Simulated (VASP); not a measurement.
# Ag (P6_3/mmc) in VASP: a series of runs

The runs below take Ag through single point, with BLYP.

All numbers are computed with VASP 6.6.1; they aren't measurements. Logs are shortened: lines on timing, memory, paths and dates and some standing lists are left out, and cuts for length are marked.

## 1. The cell of the first run

Symmetry: P6_3/mmc, No. 194, hexagonal system. The conventional cell has a = 2.900 Å, b = 2.900 Å, c = 4.680 Å, α = 90.00°, β = 90.00°, γ = 120.00°. Ag (site symmetry -6m2) has 12 Ag at 2.88 to 2.90 Å within 3.8 Å.

This isn't the form of Ag at room conditions, which is fcc.

## 2. Single point, BLYP (17.04 Å³/atom)

The input, INCAR:

```
SYSTEM = Ag
AGGAC = 1.0
AGGAX = 1.0
ALDAC = 0.0
ALDAX = 1.0
ALGO = Normal
EDIFF = 1E-7
ENCUT = 520
GGA = B5
ISIF = 2
ISMEAR = -1
LASPH = .TRUE.
LCHARG = .FALSE.
LREAL = .FALSE.
LWAVE = .FALSE.
NBANDS = 18
NELM = 60
PREC = Accurate
SIGMA = 0.1
```

The input, KPOINTS:

```
k-points
0
G
  13 13 7
  0 0 0
```

The input, POSCAR:

```
Ag
1.0
    2.8995045794      0.0000000000      0.0000000000
   -1.4497522897      2.5110446241      0.0000000000
    0.0000000000      0.0000000000      4.6796192919
Ag
2
Direct
    0.3333333333      0.6666666667      0.2500000000
    0.6666666667      0.3333333333      0.7500000000
```

Potentials or basis: VASP PAW PBE potentials, release 64 (Ag).

Run with:

```console
$ cat potpaw_PBE.64/Ag/POTCAR > POTCAR
$ mpirun -np 1 vasp_std > vasp.out
```

OUTCAR:

```text
SYSTEM = Ag
   EDIFF = 1E-7
   ENCUT = 520
   GGA = B5
   ISIF = 2
   ISMEAR = -1
   LASPH = .TRUE.
   LREAL = .FALSE.
   NELM = 60
   PREC = Accurate

 ion  position               nearest neighbor table
   1  0.333  0.667  0.250-   2 2.88   2 2.88   2 2.88   2 2.88   2 2.88   2 2.88
   2  0.667  0.333  0.750-   1 2.88   1 2.88   1 2.88   1 2.88   1 2.88   1 2.88

  LATTYP: Found a hexagonal cell.
 ALAT       =     2.8995045794
 C/A-ratio  =     1.6139375413

  Lattice vectors:

 A1 = (   2.8995045794,   0.0000000000,   0.0000000000)
 A2 = (  -1.4497522897,   2.5110446241,   0.0000000000)
 A3 = (   0.0000000000,   0.0000000000,   4.6796192919)

Analysis of symmetry for initial positions (statically):
=====================================================================
 Subroutine PRICEL returns:
 Original cell was already a primitive cell.

 Routine SETGRP: Setting up the symmetry group for a
 hexagonal supercell.

 Subroutine GETGRP returns: Found 24 space group operations
 (whereof 12 operations were pure point group operations)
 out of a pool of 24 trial point group operations.

The static configuration has the point symmetry D_3d.
 The point group associated with its full space group is D_6h.

Analysis of symmetry for dynamics (positions and initial velocities):
=====================================================================
 Subroutine PRICEL returns:
 Original cell was already a primitive cell.

 Routine SETGRP: Setting up the symmetry group for a
 hexagonal supercell.

 Subroutine GETGRP returns: Found 24 space group operations
 (whereof 12 operations were pure point group operations)
 out of a pool of 24 trial point group operations.

The dynamic configuration has the point symmetry D_3d.
 The point group associated with its full space group is D_6h.

 Subroutine INISYM returns: Found 24 space group operations
 (whereof 12 operations are pure point group operations),
 and found     1 'primitive' translations

----------------------------------------------------------------------------------------

                                     Primitive cell

  volume of cell :      34.0713

  direct lattice vectors                    reciprocal lattice vectors
     2.899504579  0.000000000  0.000000000     0.344886505  0.199120316  0.000000000
    -1.449752290  2.511044624  0.000000000     0.000000000  0.398240633  0.000000000
     0.000000000  0.000000000  4.679619292     0.000000000  0.000000000  0.213692597

  length of vectors
     2.899504579  2.899504579  4.679619292     0.398240633  0.398240633  0.213692597

  position of ions in fractional coordinates (direct lattice)
     0.333333333  0.666666667  0.250000000
     0.666666667  0.333333333  0.750000000

  ion indices of the primitive-cell ions
   primitive index   ion index
                 1           1
                 2           2

----------------------------------------------------------------------------------------

 KPOINTS: k-points

Automatic generation of k-mesh.
 Grid dimensions read from file:
 generate k-points for:   13   13    7

 Generating k-lattice:

  Cartesian coordinates                     Fractional coordinates (reciprocal lattice)
     0.026529731  0.015316947  0.000000000     0.076923077  0.000000000  0.000000000
     0.000000000  0.030633895  0.000000000     0.000000000  0.076923077  0.000000000
     0.000000000  0.000000000  0.030527514     0.000000000  0.000000000  0.142857143

  Length of vectors
     0.030633895  0.030633895  0.030527514

  Shift w.r.t. Gamma in fractional coordinates (k-lattice)
     0.000000000  0.000000000  0.000000000

 Subroutine IBZKPT returns following result:
 ===========================================

 Found     84 irreducible k-points:

 Following reciprocal coordinates:
            Coordinates               Weight
  0.000000  0.000000  0.000000      1.000000
  0.076923  0.000000  0.000000      6.000000
  0.153846  0.000000  0.000000      6.000000
  0.230769  0.000000  0.000000      6.000000
  0.307692  0.000000  0.000000      6.000000
  0.384615  0.000000  0.000000      6.000000
[... 16 lines left out ...]
  0.076923  0.000000  0.142857     12.000000
  0.153846  0.000000  0.142857     12.000000
 [... further k-points ...]
   k-points           NKPTS =     84   k-points in BZ     NKDIM =     84   number of bands    NBANDS=     18
   number of dos      NEDOS =    301   number of ions     NIONS =      2
   total plane-waves  NPLWV =  20736
   dimension x,y,z NGX =    24 NGY =   24 NGZ =   36
   dimension x,y,z NGXF=    48 NGYF=   48 NGZF=   72
   ions per type =               2
   NGX,Y,Z   is equivalent  to a cutoff of  13.76, 13.76, 12.79 a.u.
   NGXF,Y,Z  is equivalent  to a cutoff of  27.52, 27.52, 25.58 a.u.
 SYSTEM =  Ag
   PREC   = accura    normal or accurate (medium, high low for compatibility)
   ISTART =      0    job   : 0-new  1-cont  2-samecut
   ICHARG =      2    charge: 1-file 2-atom 10-const
   ISPIN  =      1    spin polarized calculation?
   LNONCOLLINEAR =      F non collinear calculations
   LSORBIT =      F    spin-orbit coupling
   LASPH  =      T    aspherical Exc in radial PAW
   ENCUT  =  520.0 eV  38.22 Ry    6.18 a.u.   5.39  5.39  8.70*2*pi/ulx,y,z
   NELM   =     60;   NELMIN=  2; NELMDL= -5     # of ELM steps
   EDIFF  = 0.1E-06   stopping-criterion for ELM
   LREAL  =      F    real-space projection
   EDIFFG = 0.1E-05   stopping-criterion for IOM
   NSW    =      0    number of steps for IOM
   IBRION =     -1    ionic relax: 0-MD 1-quasi-New 2-CG
   NFREE  =      0    steps in history (QN), initial steepest desc. (CG)
   ISIF   =      2    stress and relaxation
   ISYM   =      2    0-nonsym 1-usesym 2-fastsym
   POTIM  = 0.5000    time-step for ionic-motion
   TEBEG  =    0.0;   TEEND  =   0.0 temperature during run
   PSTRESS=    0.0 pullay stress
   NELECT =      22.0000    total number of electrons
   NUPDOWN=      -1.0000    fix difference up-down
   EMIN   =  10.00;   EMAX   =-10.00  energy-range for DOS
   EFERMI =   0.00;   METHOD = LEGACY
   ISMEAR =    -1;   SIGMA  =   0.10  broadening in eV -4-tet -1-fermi 0-gaus
   EFERMI_NEDOS =   21; number of points for ismear=-14 and -15
   IALGO  =     38    algorithm
   IMIX   =      4    mixing-type and parameters
     AMIX     =   0.40;   BMIX     =  1.00
     AMIX_MAG =   1.60;   BMIX_MAG =  1.00
  volume/ion in A,a.u.               =      17.04       114.96
  Fermi-wavevector in a.u.,A,eV,Ry     =   1.414988  2.673940 27.241469  2.002192
  Thomas-Fermi vector in A             =   2.536473
   LORBIT       =      0    0 simple, 1 ext, 2 COOP (PROOUT), +10 PAW based schemes
   GGA     = B5    functional components
   LHFCALC =     F    Hartree Fock is set to
   AEXX    =    0.0000 exact exchange contribution
   IVDW    =     0    specifies the selected vdW correction
   LEPSILON=     F    determine dielectric tensor
   LRPA    =     F    only Hartree local field effects (RPA)
 non-spin polarized calculation
  energy-cutoff  :      520.00
  volume of cell :       34.07
 maximum number of plane-waves:       942
 NGX is ok and might be reduce to    24
   NGX = 11   NGY = 11   NGZ = 17

 number of electron      22.0000004 magnetization

 Free energy of the ion-electron system (eV)
  ---------------------------------------------------
  ext. energy  EPLUGINS =         0.00000000
  ---------------------------------------------------
  free energy    TOTEN  =        -4.03154483 eV

  energy without entropy =       -4.01487631  energy(sigma->0) =       -4.02321057

 E-fermi :   9.0734     XC(G=0): -11.6322

 val. band max:        9.0240171218   @ k =   0.3846   0.0000   0.4286
 cond. band min:       9.1181352528   @ k =   0.2308   0.0769   0.2857
 fundamental gap:      0.0941181309
 Fermi energy:         9.0734084572

 k-point     1 :       0.0000    0.0000    0.0000
  band No.  band energies     occupation
      1       1.2608      2.00000
      2       2.5202      2.00000
      3       4.1126      2.00000
      4       4.1556      2.00000
      5       4.1556      2.00000
      6       4.4024      2.00000
[... 10 lines left out ...]
     17      26.9872      0.00000
     18      27.0566      0.00000

 k-point     2 :       0.0769    0.0000    0.0000
  band No.  band energies     occupation
      1       1.4232      2.00000
      2       2.6124      2.00000
      3       3.9785      2.00000
      4       4.2418      2.00000
      5       4.2833      2.00000
      6       4.3752      2.00000
[... 10 lines left out ...]
     17      27.1345      0.00000
     18      27.7147      0.00000

 k-point     3 :       0.1538    0.0000    0.0000
  band No.  band energies     occupation
      1       1.8787      2.00000
      2       2.8331      2.00000
      3       3.8254      2.00000
      4       4.2743      2.00000
      5       4.3459      2.00000
      6       4.4878      2.00000
[... 10 lines left out ...]
     17      27.1969      0.00000
     18      27.4482      0.00000

 k-point     4 :       0.2308    0.0000    0.0000
  band No.  band energies     occupation
      1       2.4782      2.00000
      2       2.9727      2.00000
      3       3.8457      2.00000
      4       3.8886      2.00000
      5       4.2456      2.00000
      6       4.3620      2.00000
[... 375 lines left out ...]
      4       4.1064      2.00000
      5       4.1064      2.00000
      6       4.3565      2.00000
[... 10 lines left out ...]
     17      26.9942      0.00000
     18      26.9942      0.00000

 k-point    23 :       0.0769    0.0000    0.1429
  band No.  band energies     occupation
      1       1.5830      2.00000
      2       2.6540      2.00000
      3       3.9742      2.00000
      4       4.1754      2.00000
      5       4.1811      2.00000
      6       4.3133      2.00000
[... 10 lines left out ...]
     17      26.7425      0.00000
     18      27.1590      0.00000

 k-point    24 :       0.1538    0.0000    0.1429
  band No.  band energies     occupation
      1       2.0224      2.00000
      2       2.8835      2.00000
      3       3.8378      2.00000
      4       4.1823      2.00000
      5       4.2115      2.00000
      6       4.3525      2.00000
[... 10 lines left out ...]
     17      26.3009      0.00000
     18      26.9622      0.00000

 [... further k-points ...]
[... 5 lines left out ...]
  --------------------------------------------------------------------------------------
  -------------------------------------------------------------------------------------
  Total        2.4599046      2.4599046      3.0887528     -0.0000000      0.0000000     -0.0000000
  in kB      115.6751565    115.6751565    145.2462683     -0.0000000      0.0000000     -0.0000000
  external PRESSURE =     125.5321938 kB  Pullay stress =       0.0000000 kB

 VOLUME and BASIS-vectors are now :
 -----------------------------------------------------------------------------
  energy-cutoff  :      520.00
  volume of cell :       34.07
      direct lattice vectors                 reciprocal lattice vectors
     2.899504579  0.000000000  0.000000000     0.344886505  0.199120316  0.000000000
    -1.449752290  2.511044624  0.000000000     0.000000000  0.398240633  0.000000000
     0.000000000  0.000000000  4.679619292     0.000000000  0.000000000  0.213692597

 POSITION                                       TOTAL-FORCE (eV/Angst)
 -----------------------------------------------------------------------------------
     -0.00000      1.67403      1.16990         0.000000     -0.000000      0.000000
      1.44975      0.83701      3.50971        -0.000000      0.000000      0.000000
 -----------------------------------------------------------------------------------
    total drift:                               -0.000000      0.000000     -0.000000

  FREE ENERGIE OF THE ION-ELECTRON SYSTEM (eV)
  ---------------------------------------------------
  free  energy   TOTEN  =        -4.0315448302 eV

  energy  without entropy=       -4.0148763118  energy(sigma->0) =       -4.02321057
```

It took 42 s on 1 thread of Intel Xeon 8259CL, shared host; peak memory 0.18 GiB.

What came out:

```yaml
Free_energy: -4.0315 eV
Pressure: 12.6 GPa
Band_gap_on_the_k_mesh: zero (bands 11 and 12 overlap by 6.52 eV)
```

Stress tensor (GPa, compression positive):
```
11.57  0.00  0.00
 0.00 11.57  0.00
 0.00  0.00 14.52
```

Levels at points of the mesh, in eV from the Fermi level:
| k point | band 8 | band 9 | band 10 | band 11 | band 12 | band 13 | band 14 | band 15 |
| --- | --- | --- | --- | --- | --- | --- | --- | --- |
| (0.00, 0.00, 0.00) | -4.37 | -4.37 | -3.30 | -3.30 | -0.25 | 3.59 | 15.80 | 17.89 |

Caveat: the cell stands under pressure; the PAW data sets were made with another functional, which shifts forces and pressure a little.

## 3. Single point, BLYP

This run uses another cell than the first one, of 19.36 Å³/atom.

The input, INCAR:

```
  PREC = Accurate
  ENCUT = 520
  EDIFF = 1E-6
  ISMEAR = -1
  SIGMA = 0.1
  LREAL = False
  LASPH = True
  NELM = 60
  ALGO = Normal
  ISIF = 2
  LWAVE = False
  LCHARG = False
  GGA = B5
  ALDAX = 1.0
  AGGAX = 1.0
  AGGAC = 1.0
  ALDAC = 0.0
  NBANDS = 18
```

The input, KPOINTS:

```
regular mesh
0
Gamma
  12 12 7
```

The input, POSCAR:

```
Ag
1.0
    3.0257258452      0.0000000000      0.0000000000
   -1.5128629226      2.6203554469      0.0000000000
    0.0000000000      0.0000000000      4.8833325313
Ag
2
Direct
    0.3333333333      0.6666666667      0.2500000000
    0.6666666667      0.3333333333      0.7500000000
```

Potentials or basis: VASP PAW PBE potentials, release 64 (Ag).

Run with:

```console
$ cat potpaw_PBE.64/Ag/POTCAR > POTCAR
$ mpirun -np 1 vasp_std > vasp.out
```

Wall time 52 s (1 thread of Intel Xeon 8259CL, shared host); peak memory 0.18 GiB.

The run converged. Its results:

```yaml
Free_energy: -4.1881 eV
Pressure: 0.1 GPa
Band_gap_on_the_k_mesh: zero (bands 11 and 12 overlap by 6.96 eV)
```

Levels at points of the mesh, in eV from the Fermi level:
| k point | band 7 | band 8 | band 9 | band 10 | band 11 | band 12 | band 13 | band 14 | band 15 | band 16 |
| --- | --- | --- | --- | --- | --- | --- | --- | --- | --- | --- |
| (0.00, 0.00, 0.00) | -4.26 | -4.03 | -4.03 | -3.17 | -3.17 | 0.10 | 2.96 | 15.46 | 16.43 | 16.43 |
| (0.50, 0.00, 0.00) | -3.65 | -3.10 | -3.01 | -2.98 | 0.15 | 1.13 | 6.31 | 6.66 | 8.18 | 9.81 |

Caveat: the PAW data sets were made with another functional, which shifts forces and pressure a little.

## 4. Single point, BLYP (17.81 Å³/atom)

This run uses another cell than the first one, of 17.81 Å³/atom.

The input, INCAR:

```
PREC = Accurate
ENCUT = 520
EDIFF = 1E-6
ISMEAR = -1
SIGMA = 0.1
LREAL = False
LASPH = True
NELM = 80
ALGO = Normal
ISIF = 2
LWAVE = False
LCHARG = False
GGA = B5
ALDAX = 1.0
AGGAX = 1.0
AGGAC = 1.0
ALDAC = 0.0
NBANDS = 18
```

The input, KPOINTS:

```
Automatic mesh
0
Gamma
  13 13 7
```

The input, POSCAR:

```
Ag
1.0
    2.9427871483      0.0000000000      0.0000000000
   -1.4713935741      2.5485284283      0.0000000000
    0.0000000000      0.0000000000      4.7494746547
Ag
2
Direct
    0.3333333333      0.6666666667      0.2500000000
    0.6666666667      0.3333333333      0.7500000000
```

Run with:

```console
$ cat potpaw_PBE.64/Ag/POTCAR > POTCAR
$ mpirun -np 1 vasp_std > vasp.out
```

Run time: 68 s. Hardware: 1 thread of Intel Xeon 8259CL, shared host; peak memory 0.18 GiB.

It converged, with:

```yaml
Free_energy: -4.1266 eV
Pressure: 7.2 GPa
Band_gap_on_the_k_mesh: zero (bands 11 and 12 overlap by 6.36 eV)
```

Stress tensor (GPa, compression positive):
```
6.35 0.00 0.00
0.00 6.35 0.00
0.00 0.00 8.79
```

Levels at points of the mesh, in eV from the Fermi level:
```tsv
k point	band 7	band 8	band 9	band 10	band 11	band 12	band 13	band 14	band 15	band 16
(0.00, 0.00, 0.00)	-4.53	-4.25	-4.25	-3.26	-3.26	-0.13	3.36	15.69	17.37	17.37
```

Caveat: the cell stands under pressure; the PAW data sets were made with another functional, which shifts forces and pressure a little.

## 5. Single point, BLYP (18.58 Å³/atom)

This run uses another cell than the first one, of 18.58 Å³/atom.

The input, INCAR:

```
SYSTEM = Ag
PREC = Accurate
ENCUT = 520
EDIFF = 1E-6
ISMEAR = -1
SIGMA = 0.1
LREAL = .FALSE.
LASPH = .TRUE.
NELM = 100
ALGO = Normal
ISIF = 2
LWAVE = .FALSE.
LCHARG = .FALSE.
GGA = B5
ALDAX = 1.0
AGGAX = 1.0
AGGAC = 1.0
ALDAC = 0.0
NBANDS = 18
```

The input, KPOINTS:

```
regular mesh
0
G
  13 13 7
  0 0 0
```

The input, POSCAR:

```
Ag
1.0
    2.9848326453      0.0000000000      0.0000000000
   -1.4924163226      2.5849408968      0.0000000000
    0.0000000000      0.0000000000      4.8173334607
Ag
2
Direct
    0.3333333333      0.6666666667      0.2500000000
    0.6666666667      0.3333333333      0.7500000000
```

Run with:

```console
$ cat potpaw_PBE.64/Ag/POTCAR > POTCAR
$ mpirun -np 1 vasp_std > vasp.out
```

Wall time 74 s (1 thread of Intel Xeon 8259CL, shared host); peak memory 0.18 GiB.

It converged, with:

| Property | Result |
| --- | --- |
| Free energy | -4.1760 eV |
| Pressure | 3.1 GPa |
| Band gap on the k mesh | zero (bands 11 and 12 overlap by 6.22 eV) |

Stress tensor (GPa, compression positive):
```
2.39 0.00 0.00
0.00 2.39 0.00
0.00 0.00 4.41
```

Levels at points of the mesh, in eV from the Fermi level:
```tsv
k point	band 9	band 10	band 11	band 12	band 13	band 14
(0.00, 0.00, 0.00)	-4.14	-3.22	-3.22	-0.02	3.14	15.57
```

Caveat: the cell stands under pressure; the PAW data sets were made with another functional, which shifts forces and pressure a little.

## 6. Single point, BLYP (19.36 Å³/atom)

This run uses another cell than the first one, of 19.36 Å³/atom.

The input, INCAR:

```
PREC = Accurate
ENCUT = 520
EDIFF = 1E-6
ISMEAR = -1
SIGMA = 0.1
LREAL = False
LASPH = True
NELM = 80
ALGO = Normal
ISIF = 2
LWAVE = False
LCHARG = False
GGA = B5
ALDAX = 1.0
AGGAX = 1.0
AGGAC = 1.0
ALDAC = 0.0
NBANDS = 18
```

The input, KPOINTS:

```
regular mesh
0
Gamma
  13 13 7
```

The input, POSCAR:

```
Ag
1.0
    3.0257258452      0.0000000000      0.0000000000
   -1.5128629226      2.6203554469      0.0000000000
    0.0000000000      0.0000000000      4.8833325313
Ag
2
Direct
    0.3333333333      0.6666666667      0.2500000000
    0.6666666667      0.3333333333      0.7500000000
```

Potentials or basis: VASP PAW PBE potentials, release 64 (Ag).

Run with:

```console
$ cat potpaw_PBE.64/Ag/POTCAR > POTCAR
$ mpirun -np 1 vasp_std > vasp.out
```

It took 76 s on 1 thread of Intel Xeon 8259CL, shared host; peak memory 0.19 GiB.

Results (log left out):

```yaml
Free_energy: -4.1906 eV
Pressure: -0.1 GPa
Band_gap_on_the_k_mesh: zero (bands 11 and 12 overlap by 6.09 eV)
```

Stress tensor (GPa, compression positive):
```
-0.62  0.00  0.00
 0.00 -0.62  0.00
 0.00  0.00  1.04
```

Levels at points of the mesh, in eV from the Fermi level:
```csv
k point,band 8,band 9,band 10,band 11,band 12,band 13,band 14,band 15
"(0.00, 0.00, 0.00)",-4.05,-4.05,-3.19,-3.19,0.09,2.94,15.44,16.41
```

Caveat: the PAW data sets were made with another functional, which shifts forces and pressure a little.

## 7. The runs side by side

```tsv
cell	k mesh	gap on the mesh (eV)	pressure (GPa)
a = 2.900, b = 2.900, c = 4.680 Å, angles 90.0, 90.0, 120.0°, 2 atoms	13 × 13 × 7	none	12.6
a = 3.026, b = 3.026, c = 4.883 Å, angles 90.0, 90.0, 120.0°, 2 atoms	12 × 12 × 7	none	0.1
a = 2.943, b = 2.943, c = 4.749 Å, angles 90.0, 90.0, 120.0°, 2 atoms	13 × 13 × 7	none	7.2
a = 2.985, b = 2.985, c = 4.817 Å, angles 90.0, 90.0, 120.0°, 2 atoms	13 × 13 × 7	none	3.1
a = 3.026, b = 3.026, c = 4.883 Å, angles 90.0, 90.0, 120.0°, 2 atoms	13 × 13 × 7	none	-0.1
```

Alike in all rows: task single point; level BLYP; potentials or basis VASP PAW PBE potentials, release 64 (Ag); no spin polarisation; cutoff (eV) 520; smearing fermi-dirac 0.1 eV.

Caveats: the PAW data sets were made with another functional, which shifts forces and pressure a little; the cell stands under pressure (at least some runs).

Absolute energies hang on the potentials; compare differences alone.

The gap in the log of VASP goes by the Fermi energy; the results here count the filled bands.